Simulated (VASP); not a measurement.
# Ir (P6_3/mmc) in VASP: a series of runs

The runs below take Ir through single point, with PBE.

All numbers are computed with VASP 6.6.1; they aren't measurements. Logs are shortened: lines on timing, memory, paths and dates and some standing lists are left out, and cuts for length are marked.

## 1. The cell of the first run

It takes space group P6_3/mmc (No. 194, hexagonal). Conventional cell: a = 2.737 Å, b = 2.737 Å, c = 4.445 Å, α = 90.00°, β = 90.00°, γ = 120.00°. Ir (site symmetry -6m2) has 12 Ir at 2.73 to 2.74 Å within 3.6 Å.

This isn't the form of Ir at room conditions, which is fcc.

## 2. Single point, PBE

The input, INCAR:

```
  PREC = Accurate
  ENCUT = 520
  EDIFF = 1E-6
  ISMEAR = -1
  SIGMA = 0.05
  LREAL = False
  LASPH = True
  NELM = 100
  ALGO = Normal
  ISIF = 2
  LWAVE = False
  LCHARG = False
  GGA = PE
  NBANDS = 16
```

The input, KPOINTS:

```
Automatic mesh
0
Gamma
  19 19 11
```

The input, POSCAR:

```
Ir
1.0
    2.7369204853      0.0000000000      0.0000000000
   -1.3684602426      2.3702426684      0.0000000000
    0.0000000000      0.0000000000      4.4453242510
Ir
2
Direct
    0.3333333333      0.6666666667      0.2500000000
    0.6666666667      0.3333333333      0.7500000000
```

Potentials or basis: VASP PAW PBE potentials, release 64 (Ir).

Started as:

```console
$ cat potpaw_PBE.64/Ir/POTCAR > POTCAR
$ mpirun -np 1 vasp_std > vasp.out
```

OUTCAR:

```text
PREC = Accurate
   ENCUT = 520
   EDIFF = 1E-6
   ISMEAR = -1
   LREAL = False
   LASPH = True
   NELM = 100
   ISIF = 2
   GGA = PE

 ion  position               nearest neighbor table
   1  0.333  0.667  0.250-   2 2.73   2 2.73   2 2.73   2 2.73   2 2.73   2 2.73
   2  0.667  0.333  0.750-   1 2.73   1 2.73   1 2.73   1 2.73   1 2.73   1 2.73

  LATTYP: Found a hexagonal cell.
 ALAT       =     2.7369204853
 C/A-ratio  =     1.6242065763

  Lattice vectors:

 A1 = (   2.7369204853,   0.0000000000,   0.0000000000)
 A2 = (  -1.3684602426,   2.3702426684,   0.0000000000)
 A3 = (   0.0000000000,   0.0000000000,   4.4453242510)

Analysis of symmetry for initial positions (statically):
=====================================================================
 Subroutine PRICEL returns:
 Original cell was already a primitive cell.

 Routine SETGRP: Setting up the symmetry group for a
 hexagonal supercell.

 Subroutine GETGRP returns: Found 24 space group operations
 (whereof 12 operations were pure point group operations)
 out of a pool of 24 trial point group operations.

The static configuration has the point symmetry D_3d.
 The point group associated with its full space group is D_6h.

Analysis of symmetry for dynamics (positions and initial velocities):
=====================================================================
 Subroutine PRICEL returns:
 Original cell was already a primitive cell.

 Routine SETGRP: Setting up the symmetry group for a
 hexagonal supercell.

 Subroutine GETGRP returns: Found 24 space group operations
 (whereof 12 operations were pure point group operations)
 out of a pool of 24 trial point group operations.

The dynamic configuration has the point symmetry D_3d.
 The point group associated with its full space group is D_6h.

 Subroutine INISYM returns: Found 24 space group operations
 (whereof 12 operations are pure point group operations),
 and found     1 'primitive' translations

----------------------------------------------------------------------------------------

                                     Primitive cell

  volume of cell :      28.8376

  direct lattice vectors                    reciprocal lattice vectors
     2.736920485  0.000000000  0.000000000     0.365374151  0.210948865  0.000000000
    -1.368460243  2.370242668  0.000000000     0.000000000  0.421897729  0.000000000
     0.000000000  0.000000000  4.445324251     0.000000000  0.000000000  0.224955469

  length of vectors
     2.736920485  2.736920485  4.445324251     0.421897729  0.421897729  0.224955469

  position of ions in fractional coordinates (direct lattice)
[... 79 lines left out ...]
   EDIFF  = 0.1E-05   stopping-criterion for ELM
   LREAL  =      F    real-space projection
   EDIFFG = 0.1E-04   stopping-criterion for IOM
   NSW    =      0    number of steps for IOM
   IBRION =     -1    ionic relax: 0-MD 1-quasi-New 2-CG
   NFREE  =      0    steps in history (QN), initial steepest desc. (CG)
   ISIF   =      2    stress and relaxation
   ISYM   =      2    0-nonsym 1-usesym 2-fastsym
   POTIM  = 0.5000    time-step for ionic-motion
   TEBEG  =    0.0;   TEEND  =   0.0 temperature during run
   PSTRESS=    0.0 pullay stress
   NELECT =      18.0000    total number of electrons
   NUPDOWN=      -1.0000    fix difference up-down
   EMIN   =  10.00;   EMAX   =-10.00  energy-range for DOS
   EFERMI =   0.00;   METHOD = LEGACY
   ISMEAR =    -1;   SIGMA  =   0.05  broadening in eV -4-tet -1-fermi 0-gaus
   EFERMI_NEDOS =   21; number of points for ismear=-14 and -15
   IALGO  =     38    algorithm
   IMIX   =      4    mixing-type and parameters
     AMIX     =   0.40;   BMIX     =  1.00
     AMIX_MAG =   1.60;   BMIX_MAG =  1.00
  volume/ion in A,a.u.               =      14.42        97.30
  Fermi-wavevector in a.u.,A,eV,Ry     =   1.399092  2.643900 26.632828  1.957458
  Thomas-Fermi vector in A             =   2.522185
   LORBIT       =      0    0 simple, 1 ext, 2 COOP (PROOUT), +10 PAW based schemes
   GGA     = PE    functional components
   LHFCALC =     F    Hartree Fock is set to
   AEXX    =    0.0000 exact exchange contribution
   IVDW    =     0    specifies the selected vdW correction
   LEPSILON=     F    determine dielectric tensor
   LRPA    =     F    only Hartree local field effects (RPA)
 non-spin polarized calculation
  energy-cutoff  :      520.00
  volume of cell :       28.84
 maximum number of plane-waves:       788
   NGX = 11   NGY = 11   NGZ = 17

 number of electron      18.0000000 magnetization

 Free energy of the ion-electron system (eV)
  ---------------------------------------------------
  ext. energy  EPLUGINS =         0.00000000
  ---------------------------------------------------
  free energy    TOTEN  =       -17.55323641 eV

  energy without entropy =      -17.53210579  energy(sigma->0) =      -17.54267110

 E-fermi :  10.2039     XC(G=0): -13.8744

 val. band max:       10.2022655795   @ k =   0.3684   0.0526   0.0000
 cond. band min:      10.2050735389   @ k =   0.1579   0.1053   0.3636
 fundamental gap:      0.0028079594
 Fermi energy:        10.2039112070

 k-point     1 :       0.0000    0.0000    0.0000
  band No.  band energies     occupation
      1      -0.8368      2.00000
      2       2.1986      2.00000
      3       6.3396      2.00000
      4       6.4544      2.00000
      5       6.4544      2.00000
      6       7.0908      2.00000
[... 433 lines left out ...]
      3       3.9321      2.00000
      4       5.6594      2.00000
      5       6.1464      2.00000
      6       6.8749      2.00000
[... 8 lines left out ...]
     15      21.6222      0.00000
     16      24.8790      0.00000

 [... further k-points ...]

------------------------ aborting loop because EDIFF is reached ----------------------------------------

  FORCE on cell =-STRESS in cart. coord.  units (eV):
  Direction    XX          YY          ZZ          XY          YZ          ZX
  --------------------------------------------------------------------------------------
  -------------------------------------------------------------------------------------
  Total        0.7403026      0.7403026      0.7594700      0.0000000     -0.0000000      0.0000000
  in kB       41.1302568     41.1302568     42.1951701      0.0000000     -0.0000000      0.0000000
  external PRESSURE =      41.4852279 kB  Pullay stress =       0.0000000 kB

 VOLUME and BASIS-vectors are now :
 -----------------------------------------------------------------------------
  energy-cutoff  :      520.00
  volume of cell :       28.84
      direct lattice vectors                 reciprocal lattice vectors
     2.736920485  0.000000000  0.000000000     0.365374151  0.210948865  0.000000000
    -1.368460243  2.370242668  0.000000000     0.000000000  0.421897729  0.000000000
     0.000000000  0.000000000  4.445324251     0.000000000  0.000000000  0.224955469

 POSITION                                       TOTAL-FORCE (eV/Angst)
 -----------------------------------------------------------------------------------
     -0.00000      1.58016      1.11133         0.000000      0.000000      0.000000
      1.36846      0.79008      3.33399        -0.000000     -0.000000      0.000000
 -----------------------------------------------------------------------------------
    total drift:                               -0.000000      0.000000     -0.000000

  FREE ENERGIE OF THE ION-ELECTRON SYSTEM (eV)
  ---------------------------------------------------
  free  energy   TOTEN  =       -17.5532364144 eV

  energy  without entropy=      -17.5321057950  energy(sigma->0) =      -17.54267110
```

OSZICAR:

```text
N       E                     dE             d eps       ncg     rms          rms(c)
DAV:   1     0.142833742113E+03    0.14283E+03   -0.84711E+03  7680   0.113E+03
DAV:   2    -0.149238348221E+02   -0.15776E+03   -0.14234E+03  7680   0.307E+02
DAV:   3    -0.186092461337E+02   -0.36854E+01   -0.36275E+01 10640   0.558E+01
DAV:   4    -0.186494995218E+02   -0.40253E-01   -0.40239E-01  8640   0.495E+00
DAV:   5    -0.186506179290E+02   -0.11184E-02   -0.11184E-02 10944   0.860E-01    0.210E+01
DAV:   6    -0.177343934986E+02    0.91622E+00   -0.11482E+00  9760   0.139E+01    0.867E+00
DAV:   7    -0.175651299906E+02    0.16926E+00   -0.36866E-01 10488   0.745E+00    0.210E+00
DAV:   8    -0.175579317535E+02    0.71982E-02   -0.55834E-03  8776   0.671E-01    0.121E+00
DAV:   9    -0.175532233479E+02    0.47084E-02   -0.51039E-03 10048   0.894E-01    0.181E-02
DAV:  10    -0.175532311224E+02   -0.77745E-05   -0.33407E-05 11352   0.501E-02    0.127E-02
DAV:  11    -0.175532361576E+02   -0.50352E-05   -0.24813E-06 10000   0.134E-02    0.183E-03
DAV:  12    -0.175532364144E+02   -0.25684E-06   -0.81477E-08  6360   0.264E-03
   1 F= -.17553236E+02 E0= -.17542671E+02  d E =-.211306E-01
```

It took 2.3 min on 1 thread of Intel Xeon 8259CL, shared host; peak memory 0.21 GiB.

Results:

| Quantity | Value |
| --- | --- |
| Free energy | -17.5532 eV |
| Pressure | 4.1 GPa |
| Band gap on the k mesh | zero (bands 9 and 10 overlap by 3.31 eV) |

Stress tensor (GPa, compression positive):
```
4.11 0.00 0.00
0.00 4.11 0.00
0.00 0.00 4.22
```

Caveat: the cell stands under pressure; spin-orbit coupling is left out, which moves the levels of the heavy elements.

## 3. Single point, PBE

This run uses another cell than the first one, of 14.56 Å³/atom.

The input, INCAR:

```
SYSTEM = Ir
PREC = Accurate ; ENCUT = 520
EDIFF = 1E-6 ; ISMEAR = -1
SIGMA = 0.05 ; LREAL = .FALSE.
LASPH = .TRUE. ; NELM = 80
ALGO = Normal ; ISIF = 2
LWAVE = .FALSE. ; LCHARG = .FALSE.
GGA = PE ; NBANDS = 16
```

The input, KPOINTS:

```
regular mesh
0
G
  19 19 11
  0 0 0
```

The input, POSCAR:

```
Ir
1.0
    2.7461048511      0.0000000000      0.0000000000
   -1.3730524255      2.3781965625      0.0000000000
    0.0000000000      0.0000000000      4.4602415583
Ir
2
Direct
    0.3333333333      0.6666666667      0.2500000000
    0.6666666667      0.3333333333      0.7500000000
```

Potentials or basis: VASP PAW PBE potentials, release 64 (Ir).

Started as:

```console
$ cat potpaw_PBE.64/Ir/POTCAR > POTCAR
$ mpirun -np 1 vasp_std > vasp.out
```

OUTCAR:

```text
SYSTEM = Ir
   PREC = Accurate
   ENCUT = 520
   EDIFF = 1E-6
   ISMEAR = -1
   LREAL = .FALSE.
   LASPH = .TRUE.
   NELM = 80
   ISIF = 2
   GGA = PE

 ion  position               nearest neighbor table
   1  0.333  0.667  0.250-   2 2.74   2 2.74   2 2.74   2 2.74   2 2.74   2 2.74
   2  0.667  0.333  0.750-   1 2.74   1 2.74   1 2.74   1 2.74   1 2.74   1 2.74

  LATTYP: Found a hexagonal cell.
 ALAT       =     2.7461048511
 C/A-ratio  =     1.6242065763

  Lattice vectors:

[... 643 lines left out ...]

------------------------ aborting loop because EDIFF is reached ----------------------------------------

  FORCE on cell =-STRESS in cart. coord.  units (eV):
  Direction    XX          YY          ZZ          XY          YZ          ZX
  --------------------------------------------------------------------------------------
  -------------------------------------------------------------------------------------
  Total        0.0996613      0.0996613      0.1033466      0.0000000     -0.0000000      0.0000000
  in kB        5.4816801      5.4816801      5.6843880      0.0000000     -0.0000000      0.0000000
  external PRESSURE =       5.5492494 kB  Pullay stress =       0.0000000 kB

 VOLUME and BASIS-vectors are now :
 -----------------------------------------------------------------------------
  energy-cutoff  :      520.00
  volume of cell :       29.13
      direct lattice vectors                 reciprocal lattice vectors
     2.746104851  0.000000000  0.000000000     0.364152155  0.210243345  0.000000000
    -1.373052426  2.378196562  0.000000000     0.000000000  0.420486690  0.000000000
     0.000000000  0.000000000  4.460241558     0.000000000  0.000000000  0.224203104

 POSITION                                       TOTAL-FORCE (eV/Angst)
 -----------------------------------------------------------------------------------
     -0.00000      1.58546      1.11506         0.000000     -0.000000      0.000000
      1.37305      0.79273      3.34518        -0.000000      0.000000      0.000000
 -----------------------------------------------------------------------------------
    total drift:                               -0.000000      0.000000     -0.000000

  FREE ENERGIE OF THE ION-ELECTRON SYSTEM (eV)
  ---------------------------------------------------
  free  energy   TOTEN  =       -17.5576297026 eV

  energy  without entropy=      -17.5361921257  energy(sigma->0) =      -17.54691091
```

stdout:

```text
POSCAR found type information on POSCAR Ir
 POSCAR found :  1 types and       2 ions
 scaLAPACK will be used
 LDA part: xc-table for (Slater+PW92), standard interpolation
 POSCAR, INCAR and KPOINTS ok, starting setup
 FFT: planning ... GRIDC
 FFT: planning ... GRID_SOFT
 FFT: planning ... GRID
 WAVECAR not read
 entering main loop
```

Run time: 2.1 min. Hardware: 1 thread of Intel Xeon 8259CL, shared host; peak memory 0.22 GiB.

What came out:

| Item | Value |
| --- | --- |
| Free energy | -17.5576 eV |
| Pressure | 0.6 GPa |
| Band gap on the k mesh | zero (bands 9 and 10 overlap by 3.25 eV) |

Caveat: spin-orbit coupling is left out, which moves the levels of the heavy elements.

## 4. Single point, PBE

This run uses another cell than the first one, of 14.71 Å³/atom.

The input, INCAR:

```
ALGO = Normal
EDIFF = 1E-6
ENCUT = 520
GGA = PE
ISIF = 2
ISMEAR = -1
LASPH = True
LCHARG = False
LREAL = False
LWAVE = False
NBANDS = 16
NELM = 80
PREC = Accurate
SIGMA = 0.05
```

The input, KPOINTS:

```
k-points
0
Gamma
  19 19 11
```

The input, POSCAR:

```
Ir
1.0
    2.7552281900      0.0000000000      0.0000000000
   -1.3776140950      2.3860976058      0.0000000000
    0.0000000000      0.0000000000      4.4750597454
Ir
2
Direct
    0.3333333333      0.6666666667      0.2500000000
    0.6666666667      0.3333333333      0.7500000000
```

Started as:

```console
$ cat potpaw_PBE.64/Ir/POTCAR > POTCAR
$ mpirun -np 1 vasp_std > vasp.out
```

Wall time 2.1 min (1 thread of Intel Xeon 8259CL, shared host); peak memory 0.22 GiB.

The run converged. Its results:

- Free energy: -17.5557 eV
- Pressure: -2.8 GPa
- Band gap on the k mesh: zero (bands 9 and 10 overlap by 3.20 eV)

Levels at points of the mesh, in eV from the Fermi level:
```tsv
k point	band 5	band 6	band 7	band 8	band 9	band 10	band 11	band 12	band 13	band 14
(0.00, 0.00, 0.00)	-3.63	-3.02	-3.02	-2.24	-2.24	-0.74	0.25	0.25	6.70	14.30
```

Caveat: spin-orbit coupling is left out, which moves the levels of the heavy elements.

## 5. Single point, PBE

This run uses another cell than the first one, of 14.56 Å³/atom.

The input, INCAR:

```
ALGO     = Normal         # electronic algorithm
EDIFF    = 1E-7           # SCF threshold, eV
ENCUT    = 520            # plane-wave cutoff, eV
GGA      = PE             # functional
ISIF     = 2              # what is computed and relaxed
ISMEAR   = -1             # smearing method
LASPH    = True           # aspherical terms in the spheres
LCHARG   = True           # write CHGCAR
LELF     = True           # ELF
LREAL    = False          # projectors in reciprocal space
LVHAR    = True         
LWAVE    = False          # write WAVECAR
NBANDS   = 16             # bands
NELM     = 80             # most SCF steps
PREC     = Accurate       # precision mode
SIGMA    = 0.05           # smearing width, eV
```

The input, KPOINTS:

```
k-points
0
Gamma
  20 20 11
```

The input, POSCAR:

```
Ir
1.0
    2.7481457205      0.0000000000      0.0000000000
   -1.3740728603      2.3799640073      0.0000000000
    0.0000000000      0.0000000000      4.4530665118
Ir
2
Direct
    0.3333333333      0.6666666667      0.2500000000
    0.6666666667      0.3333333333      0.7500000000
```

Started as:

```console
$ cat potpaw_PBE.64/Ir/POTCAR > POTCAR
$ mpirun -np 1 vasp_std > vasp.out
```

It took 2.5 min on 1 thread of Intel Xeon 8259CL, shared host; peak memory 0.22 GiB.

It converged, with:

* Free energy: -17.5613 eV
* Pressure: 0.5 GPa
* Band gap on the k mesh: zero (bands 9 and 10 overlap by 3.22 eV)

Levels at points of the mesh, in eV from the Fermi level:
```tsv
k point	band 6	band 7	band 8	band 9	band 10	band 11	band 12	band 13
(0.00, 0.00, 0.00)	-3.05	-3.05	-2.29	-2.29	-0.73	0.26	0.26	6.84
(0.50, 0.00, 0.00)	-3.33	-2.86	0.68	0.93	1.08	2.86	4.28	8.10
```

Caveat: spin-orbit coupling is left out, which moves the levels of the heavy elements.

## 6. Overview

```tsv
cell	k mesh	gap on the mesh (eV)	pressure (GPa)
a = 2.737, b = 2.737, c = 4.445 Å, angles 90.0, 90.0, 120.0°, 2 atoms	19 × 19 × 11	none	4.1
a = 2.746, b = 2.746, c = 4.460 Å, angles 90.0, 90.0, 120.0°, 2 atoms	19 × 19 × 11	none	0.6
a = 2.755, b = 2.755, c = 4.475 Å, angles 90.0, 90.0, 120.0°, 2 atoms	19 × 19 × 11	none	-2.8
a = 2.748, b = 2.748, c = 4.453 Å, angles 90.0, 90.0, 120.0°, 2 atoms	20 × 20 × 11	none	0.5
```

Alike in all rows: task single point; level PBE; potentials or basis VASP PAW PBE potentials, release 64 (Ir); no spin polarisation; cutoff (eV) 520; smearing fermi-dirac 0.05 eV.

Caveats: spin-orbit coupling is left out, which moves the levels of the heavy elements; the cell stands under pressure (at least some runs).

Total energies depend on the potentials used, so only differences within one code and one set of settings carry meaning.
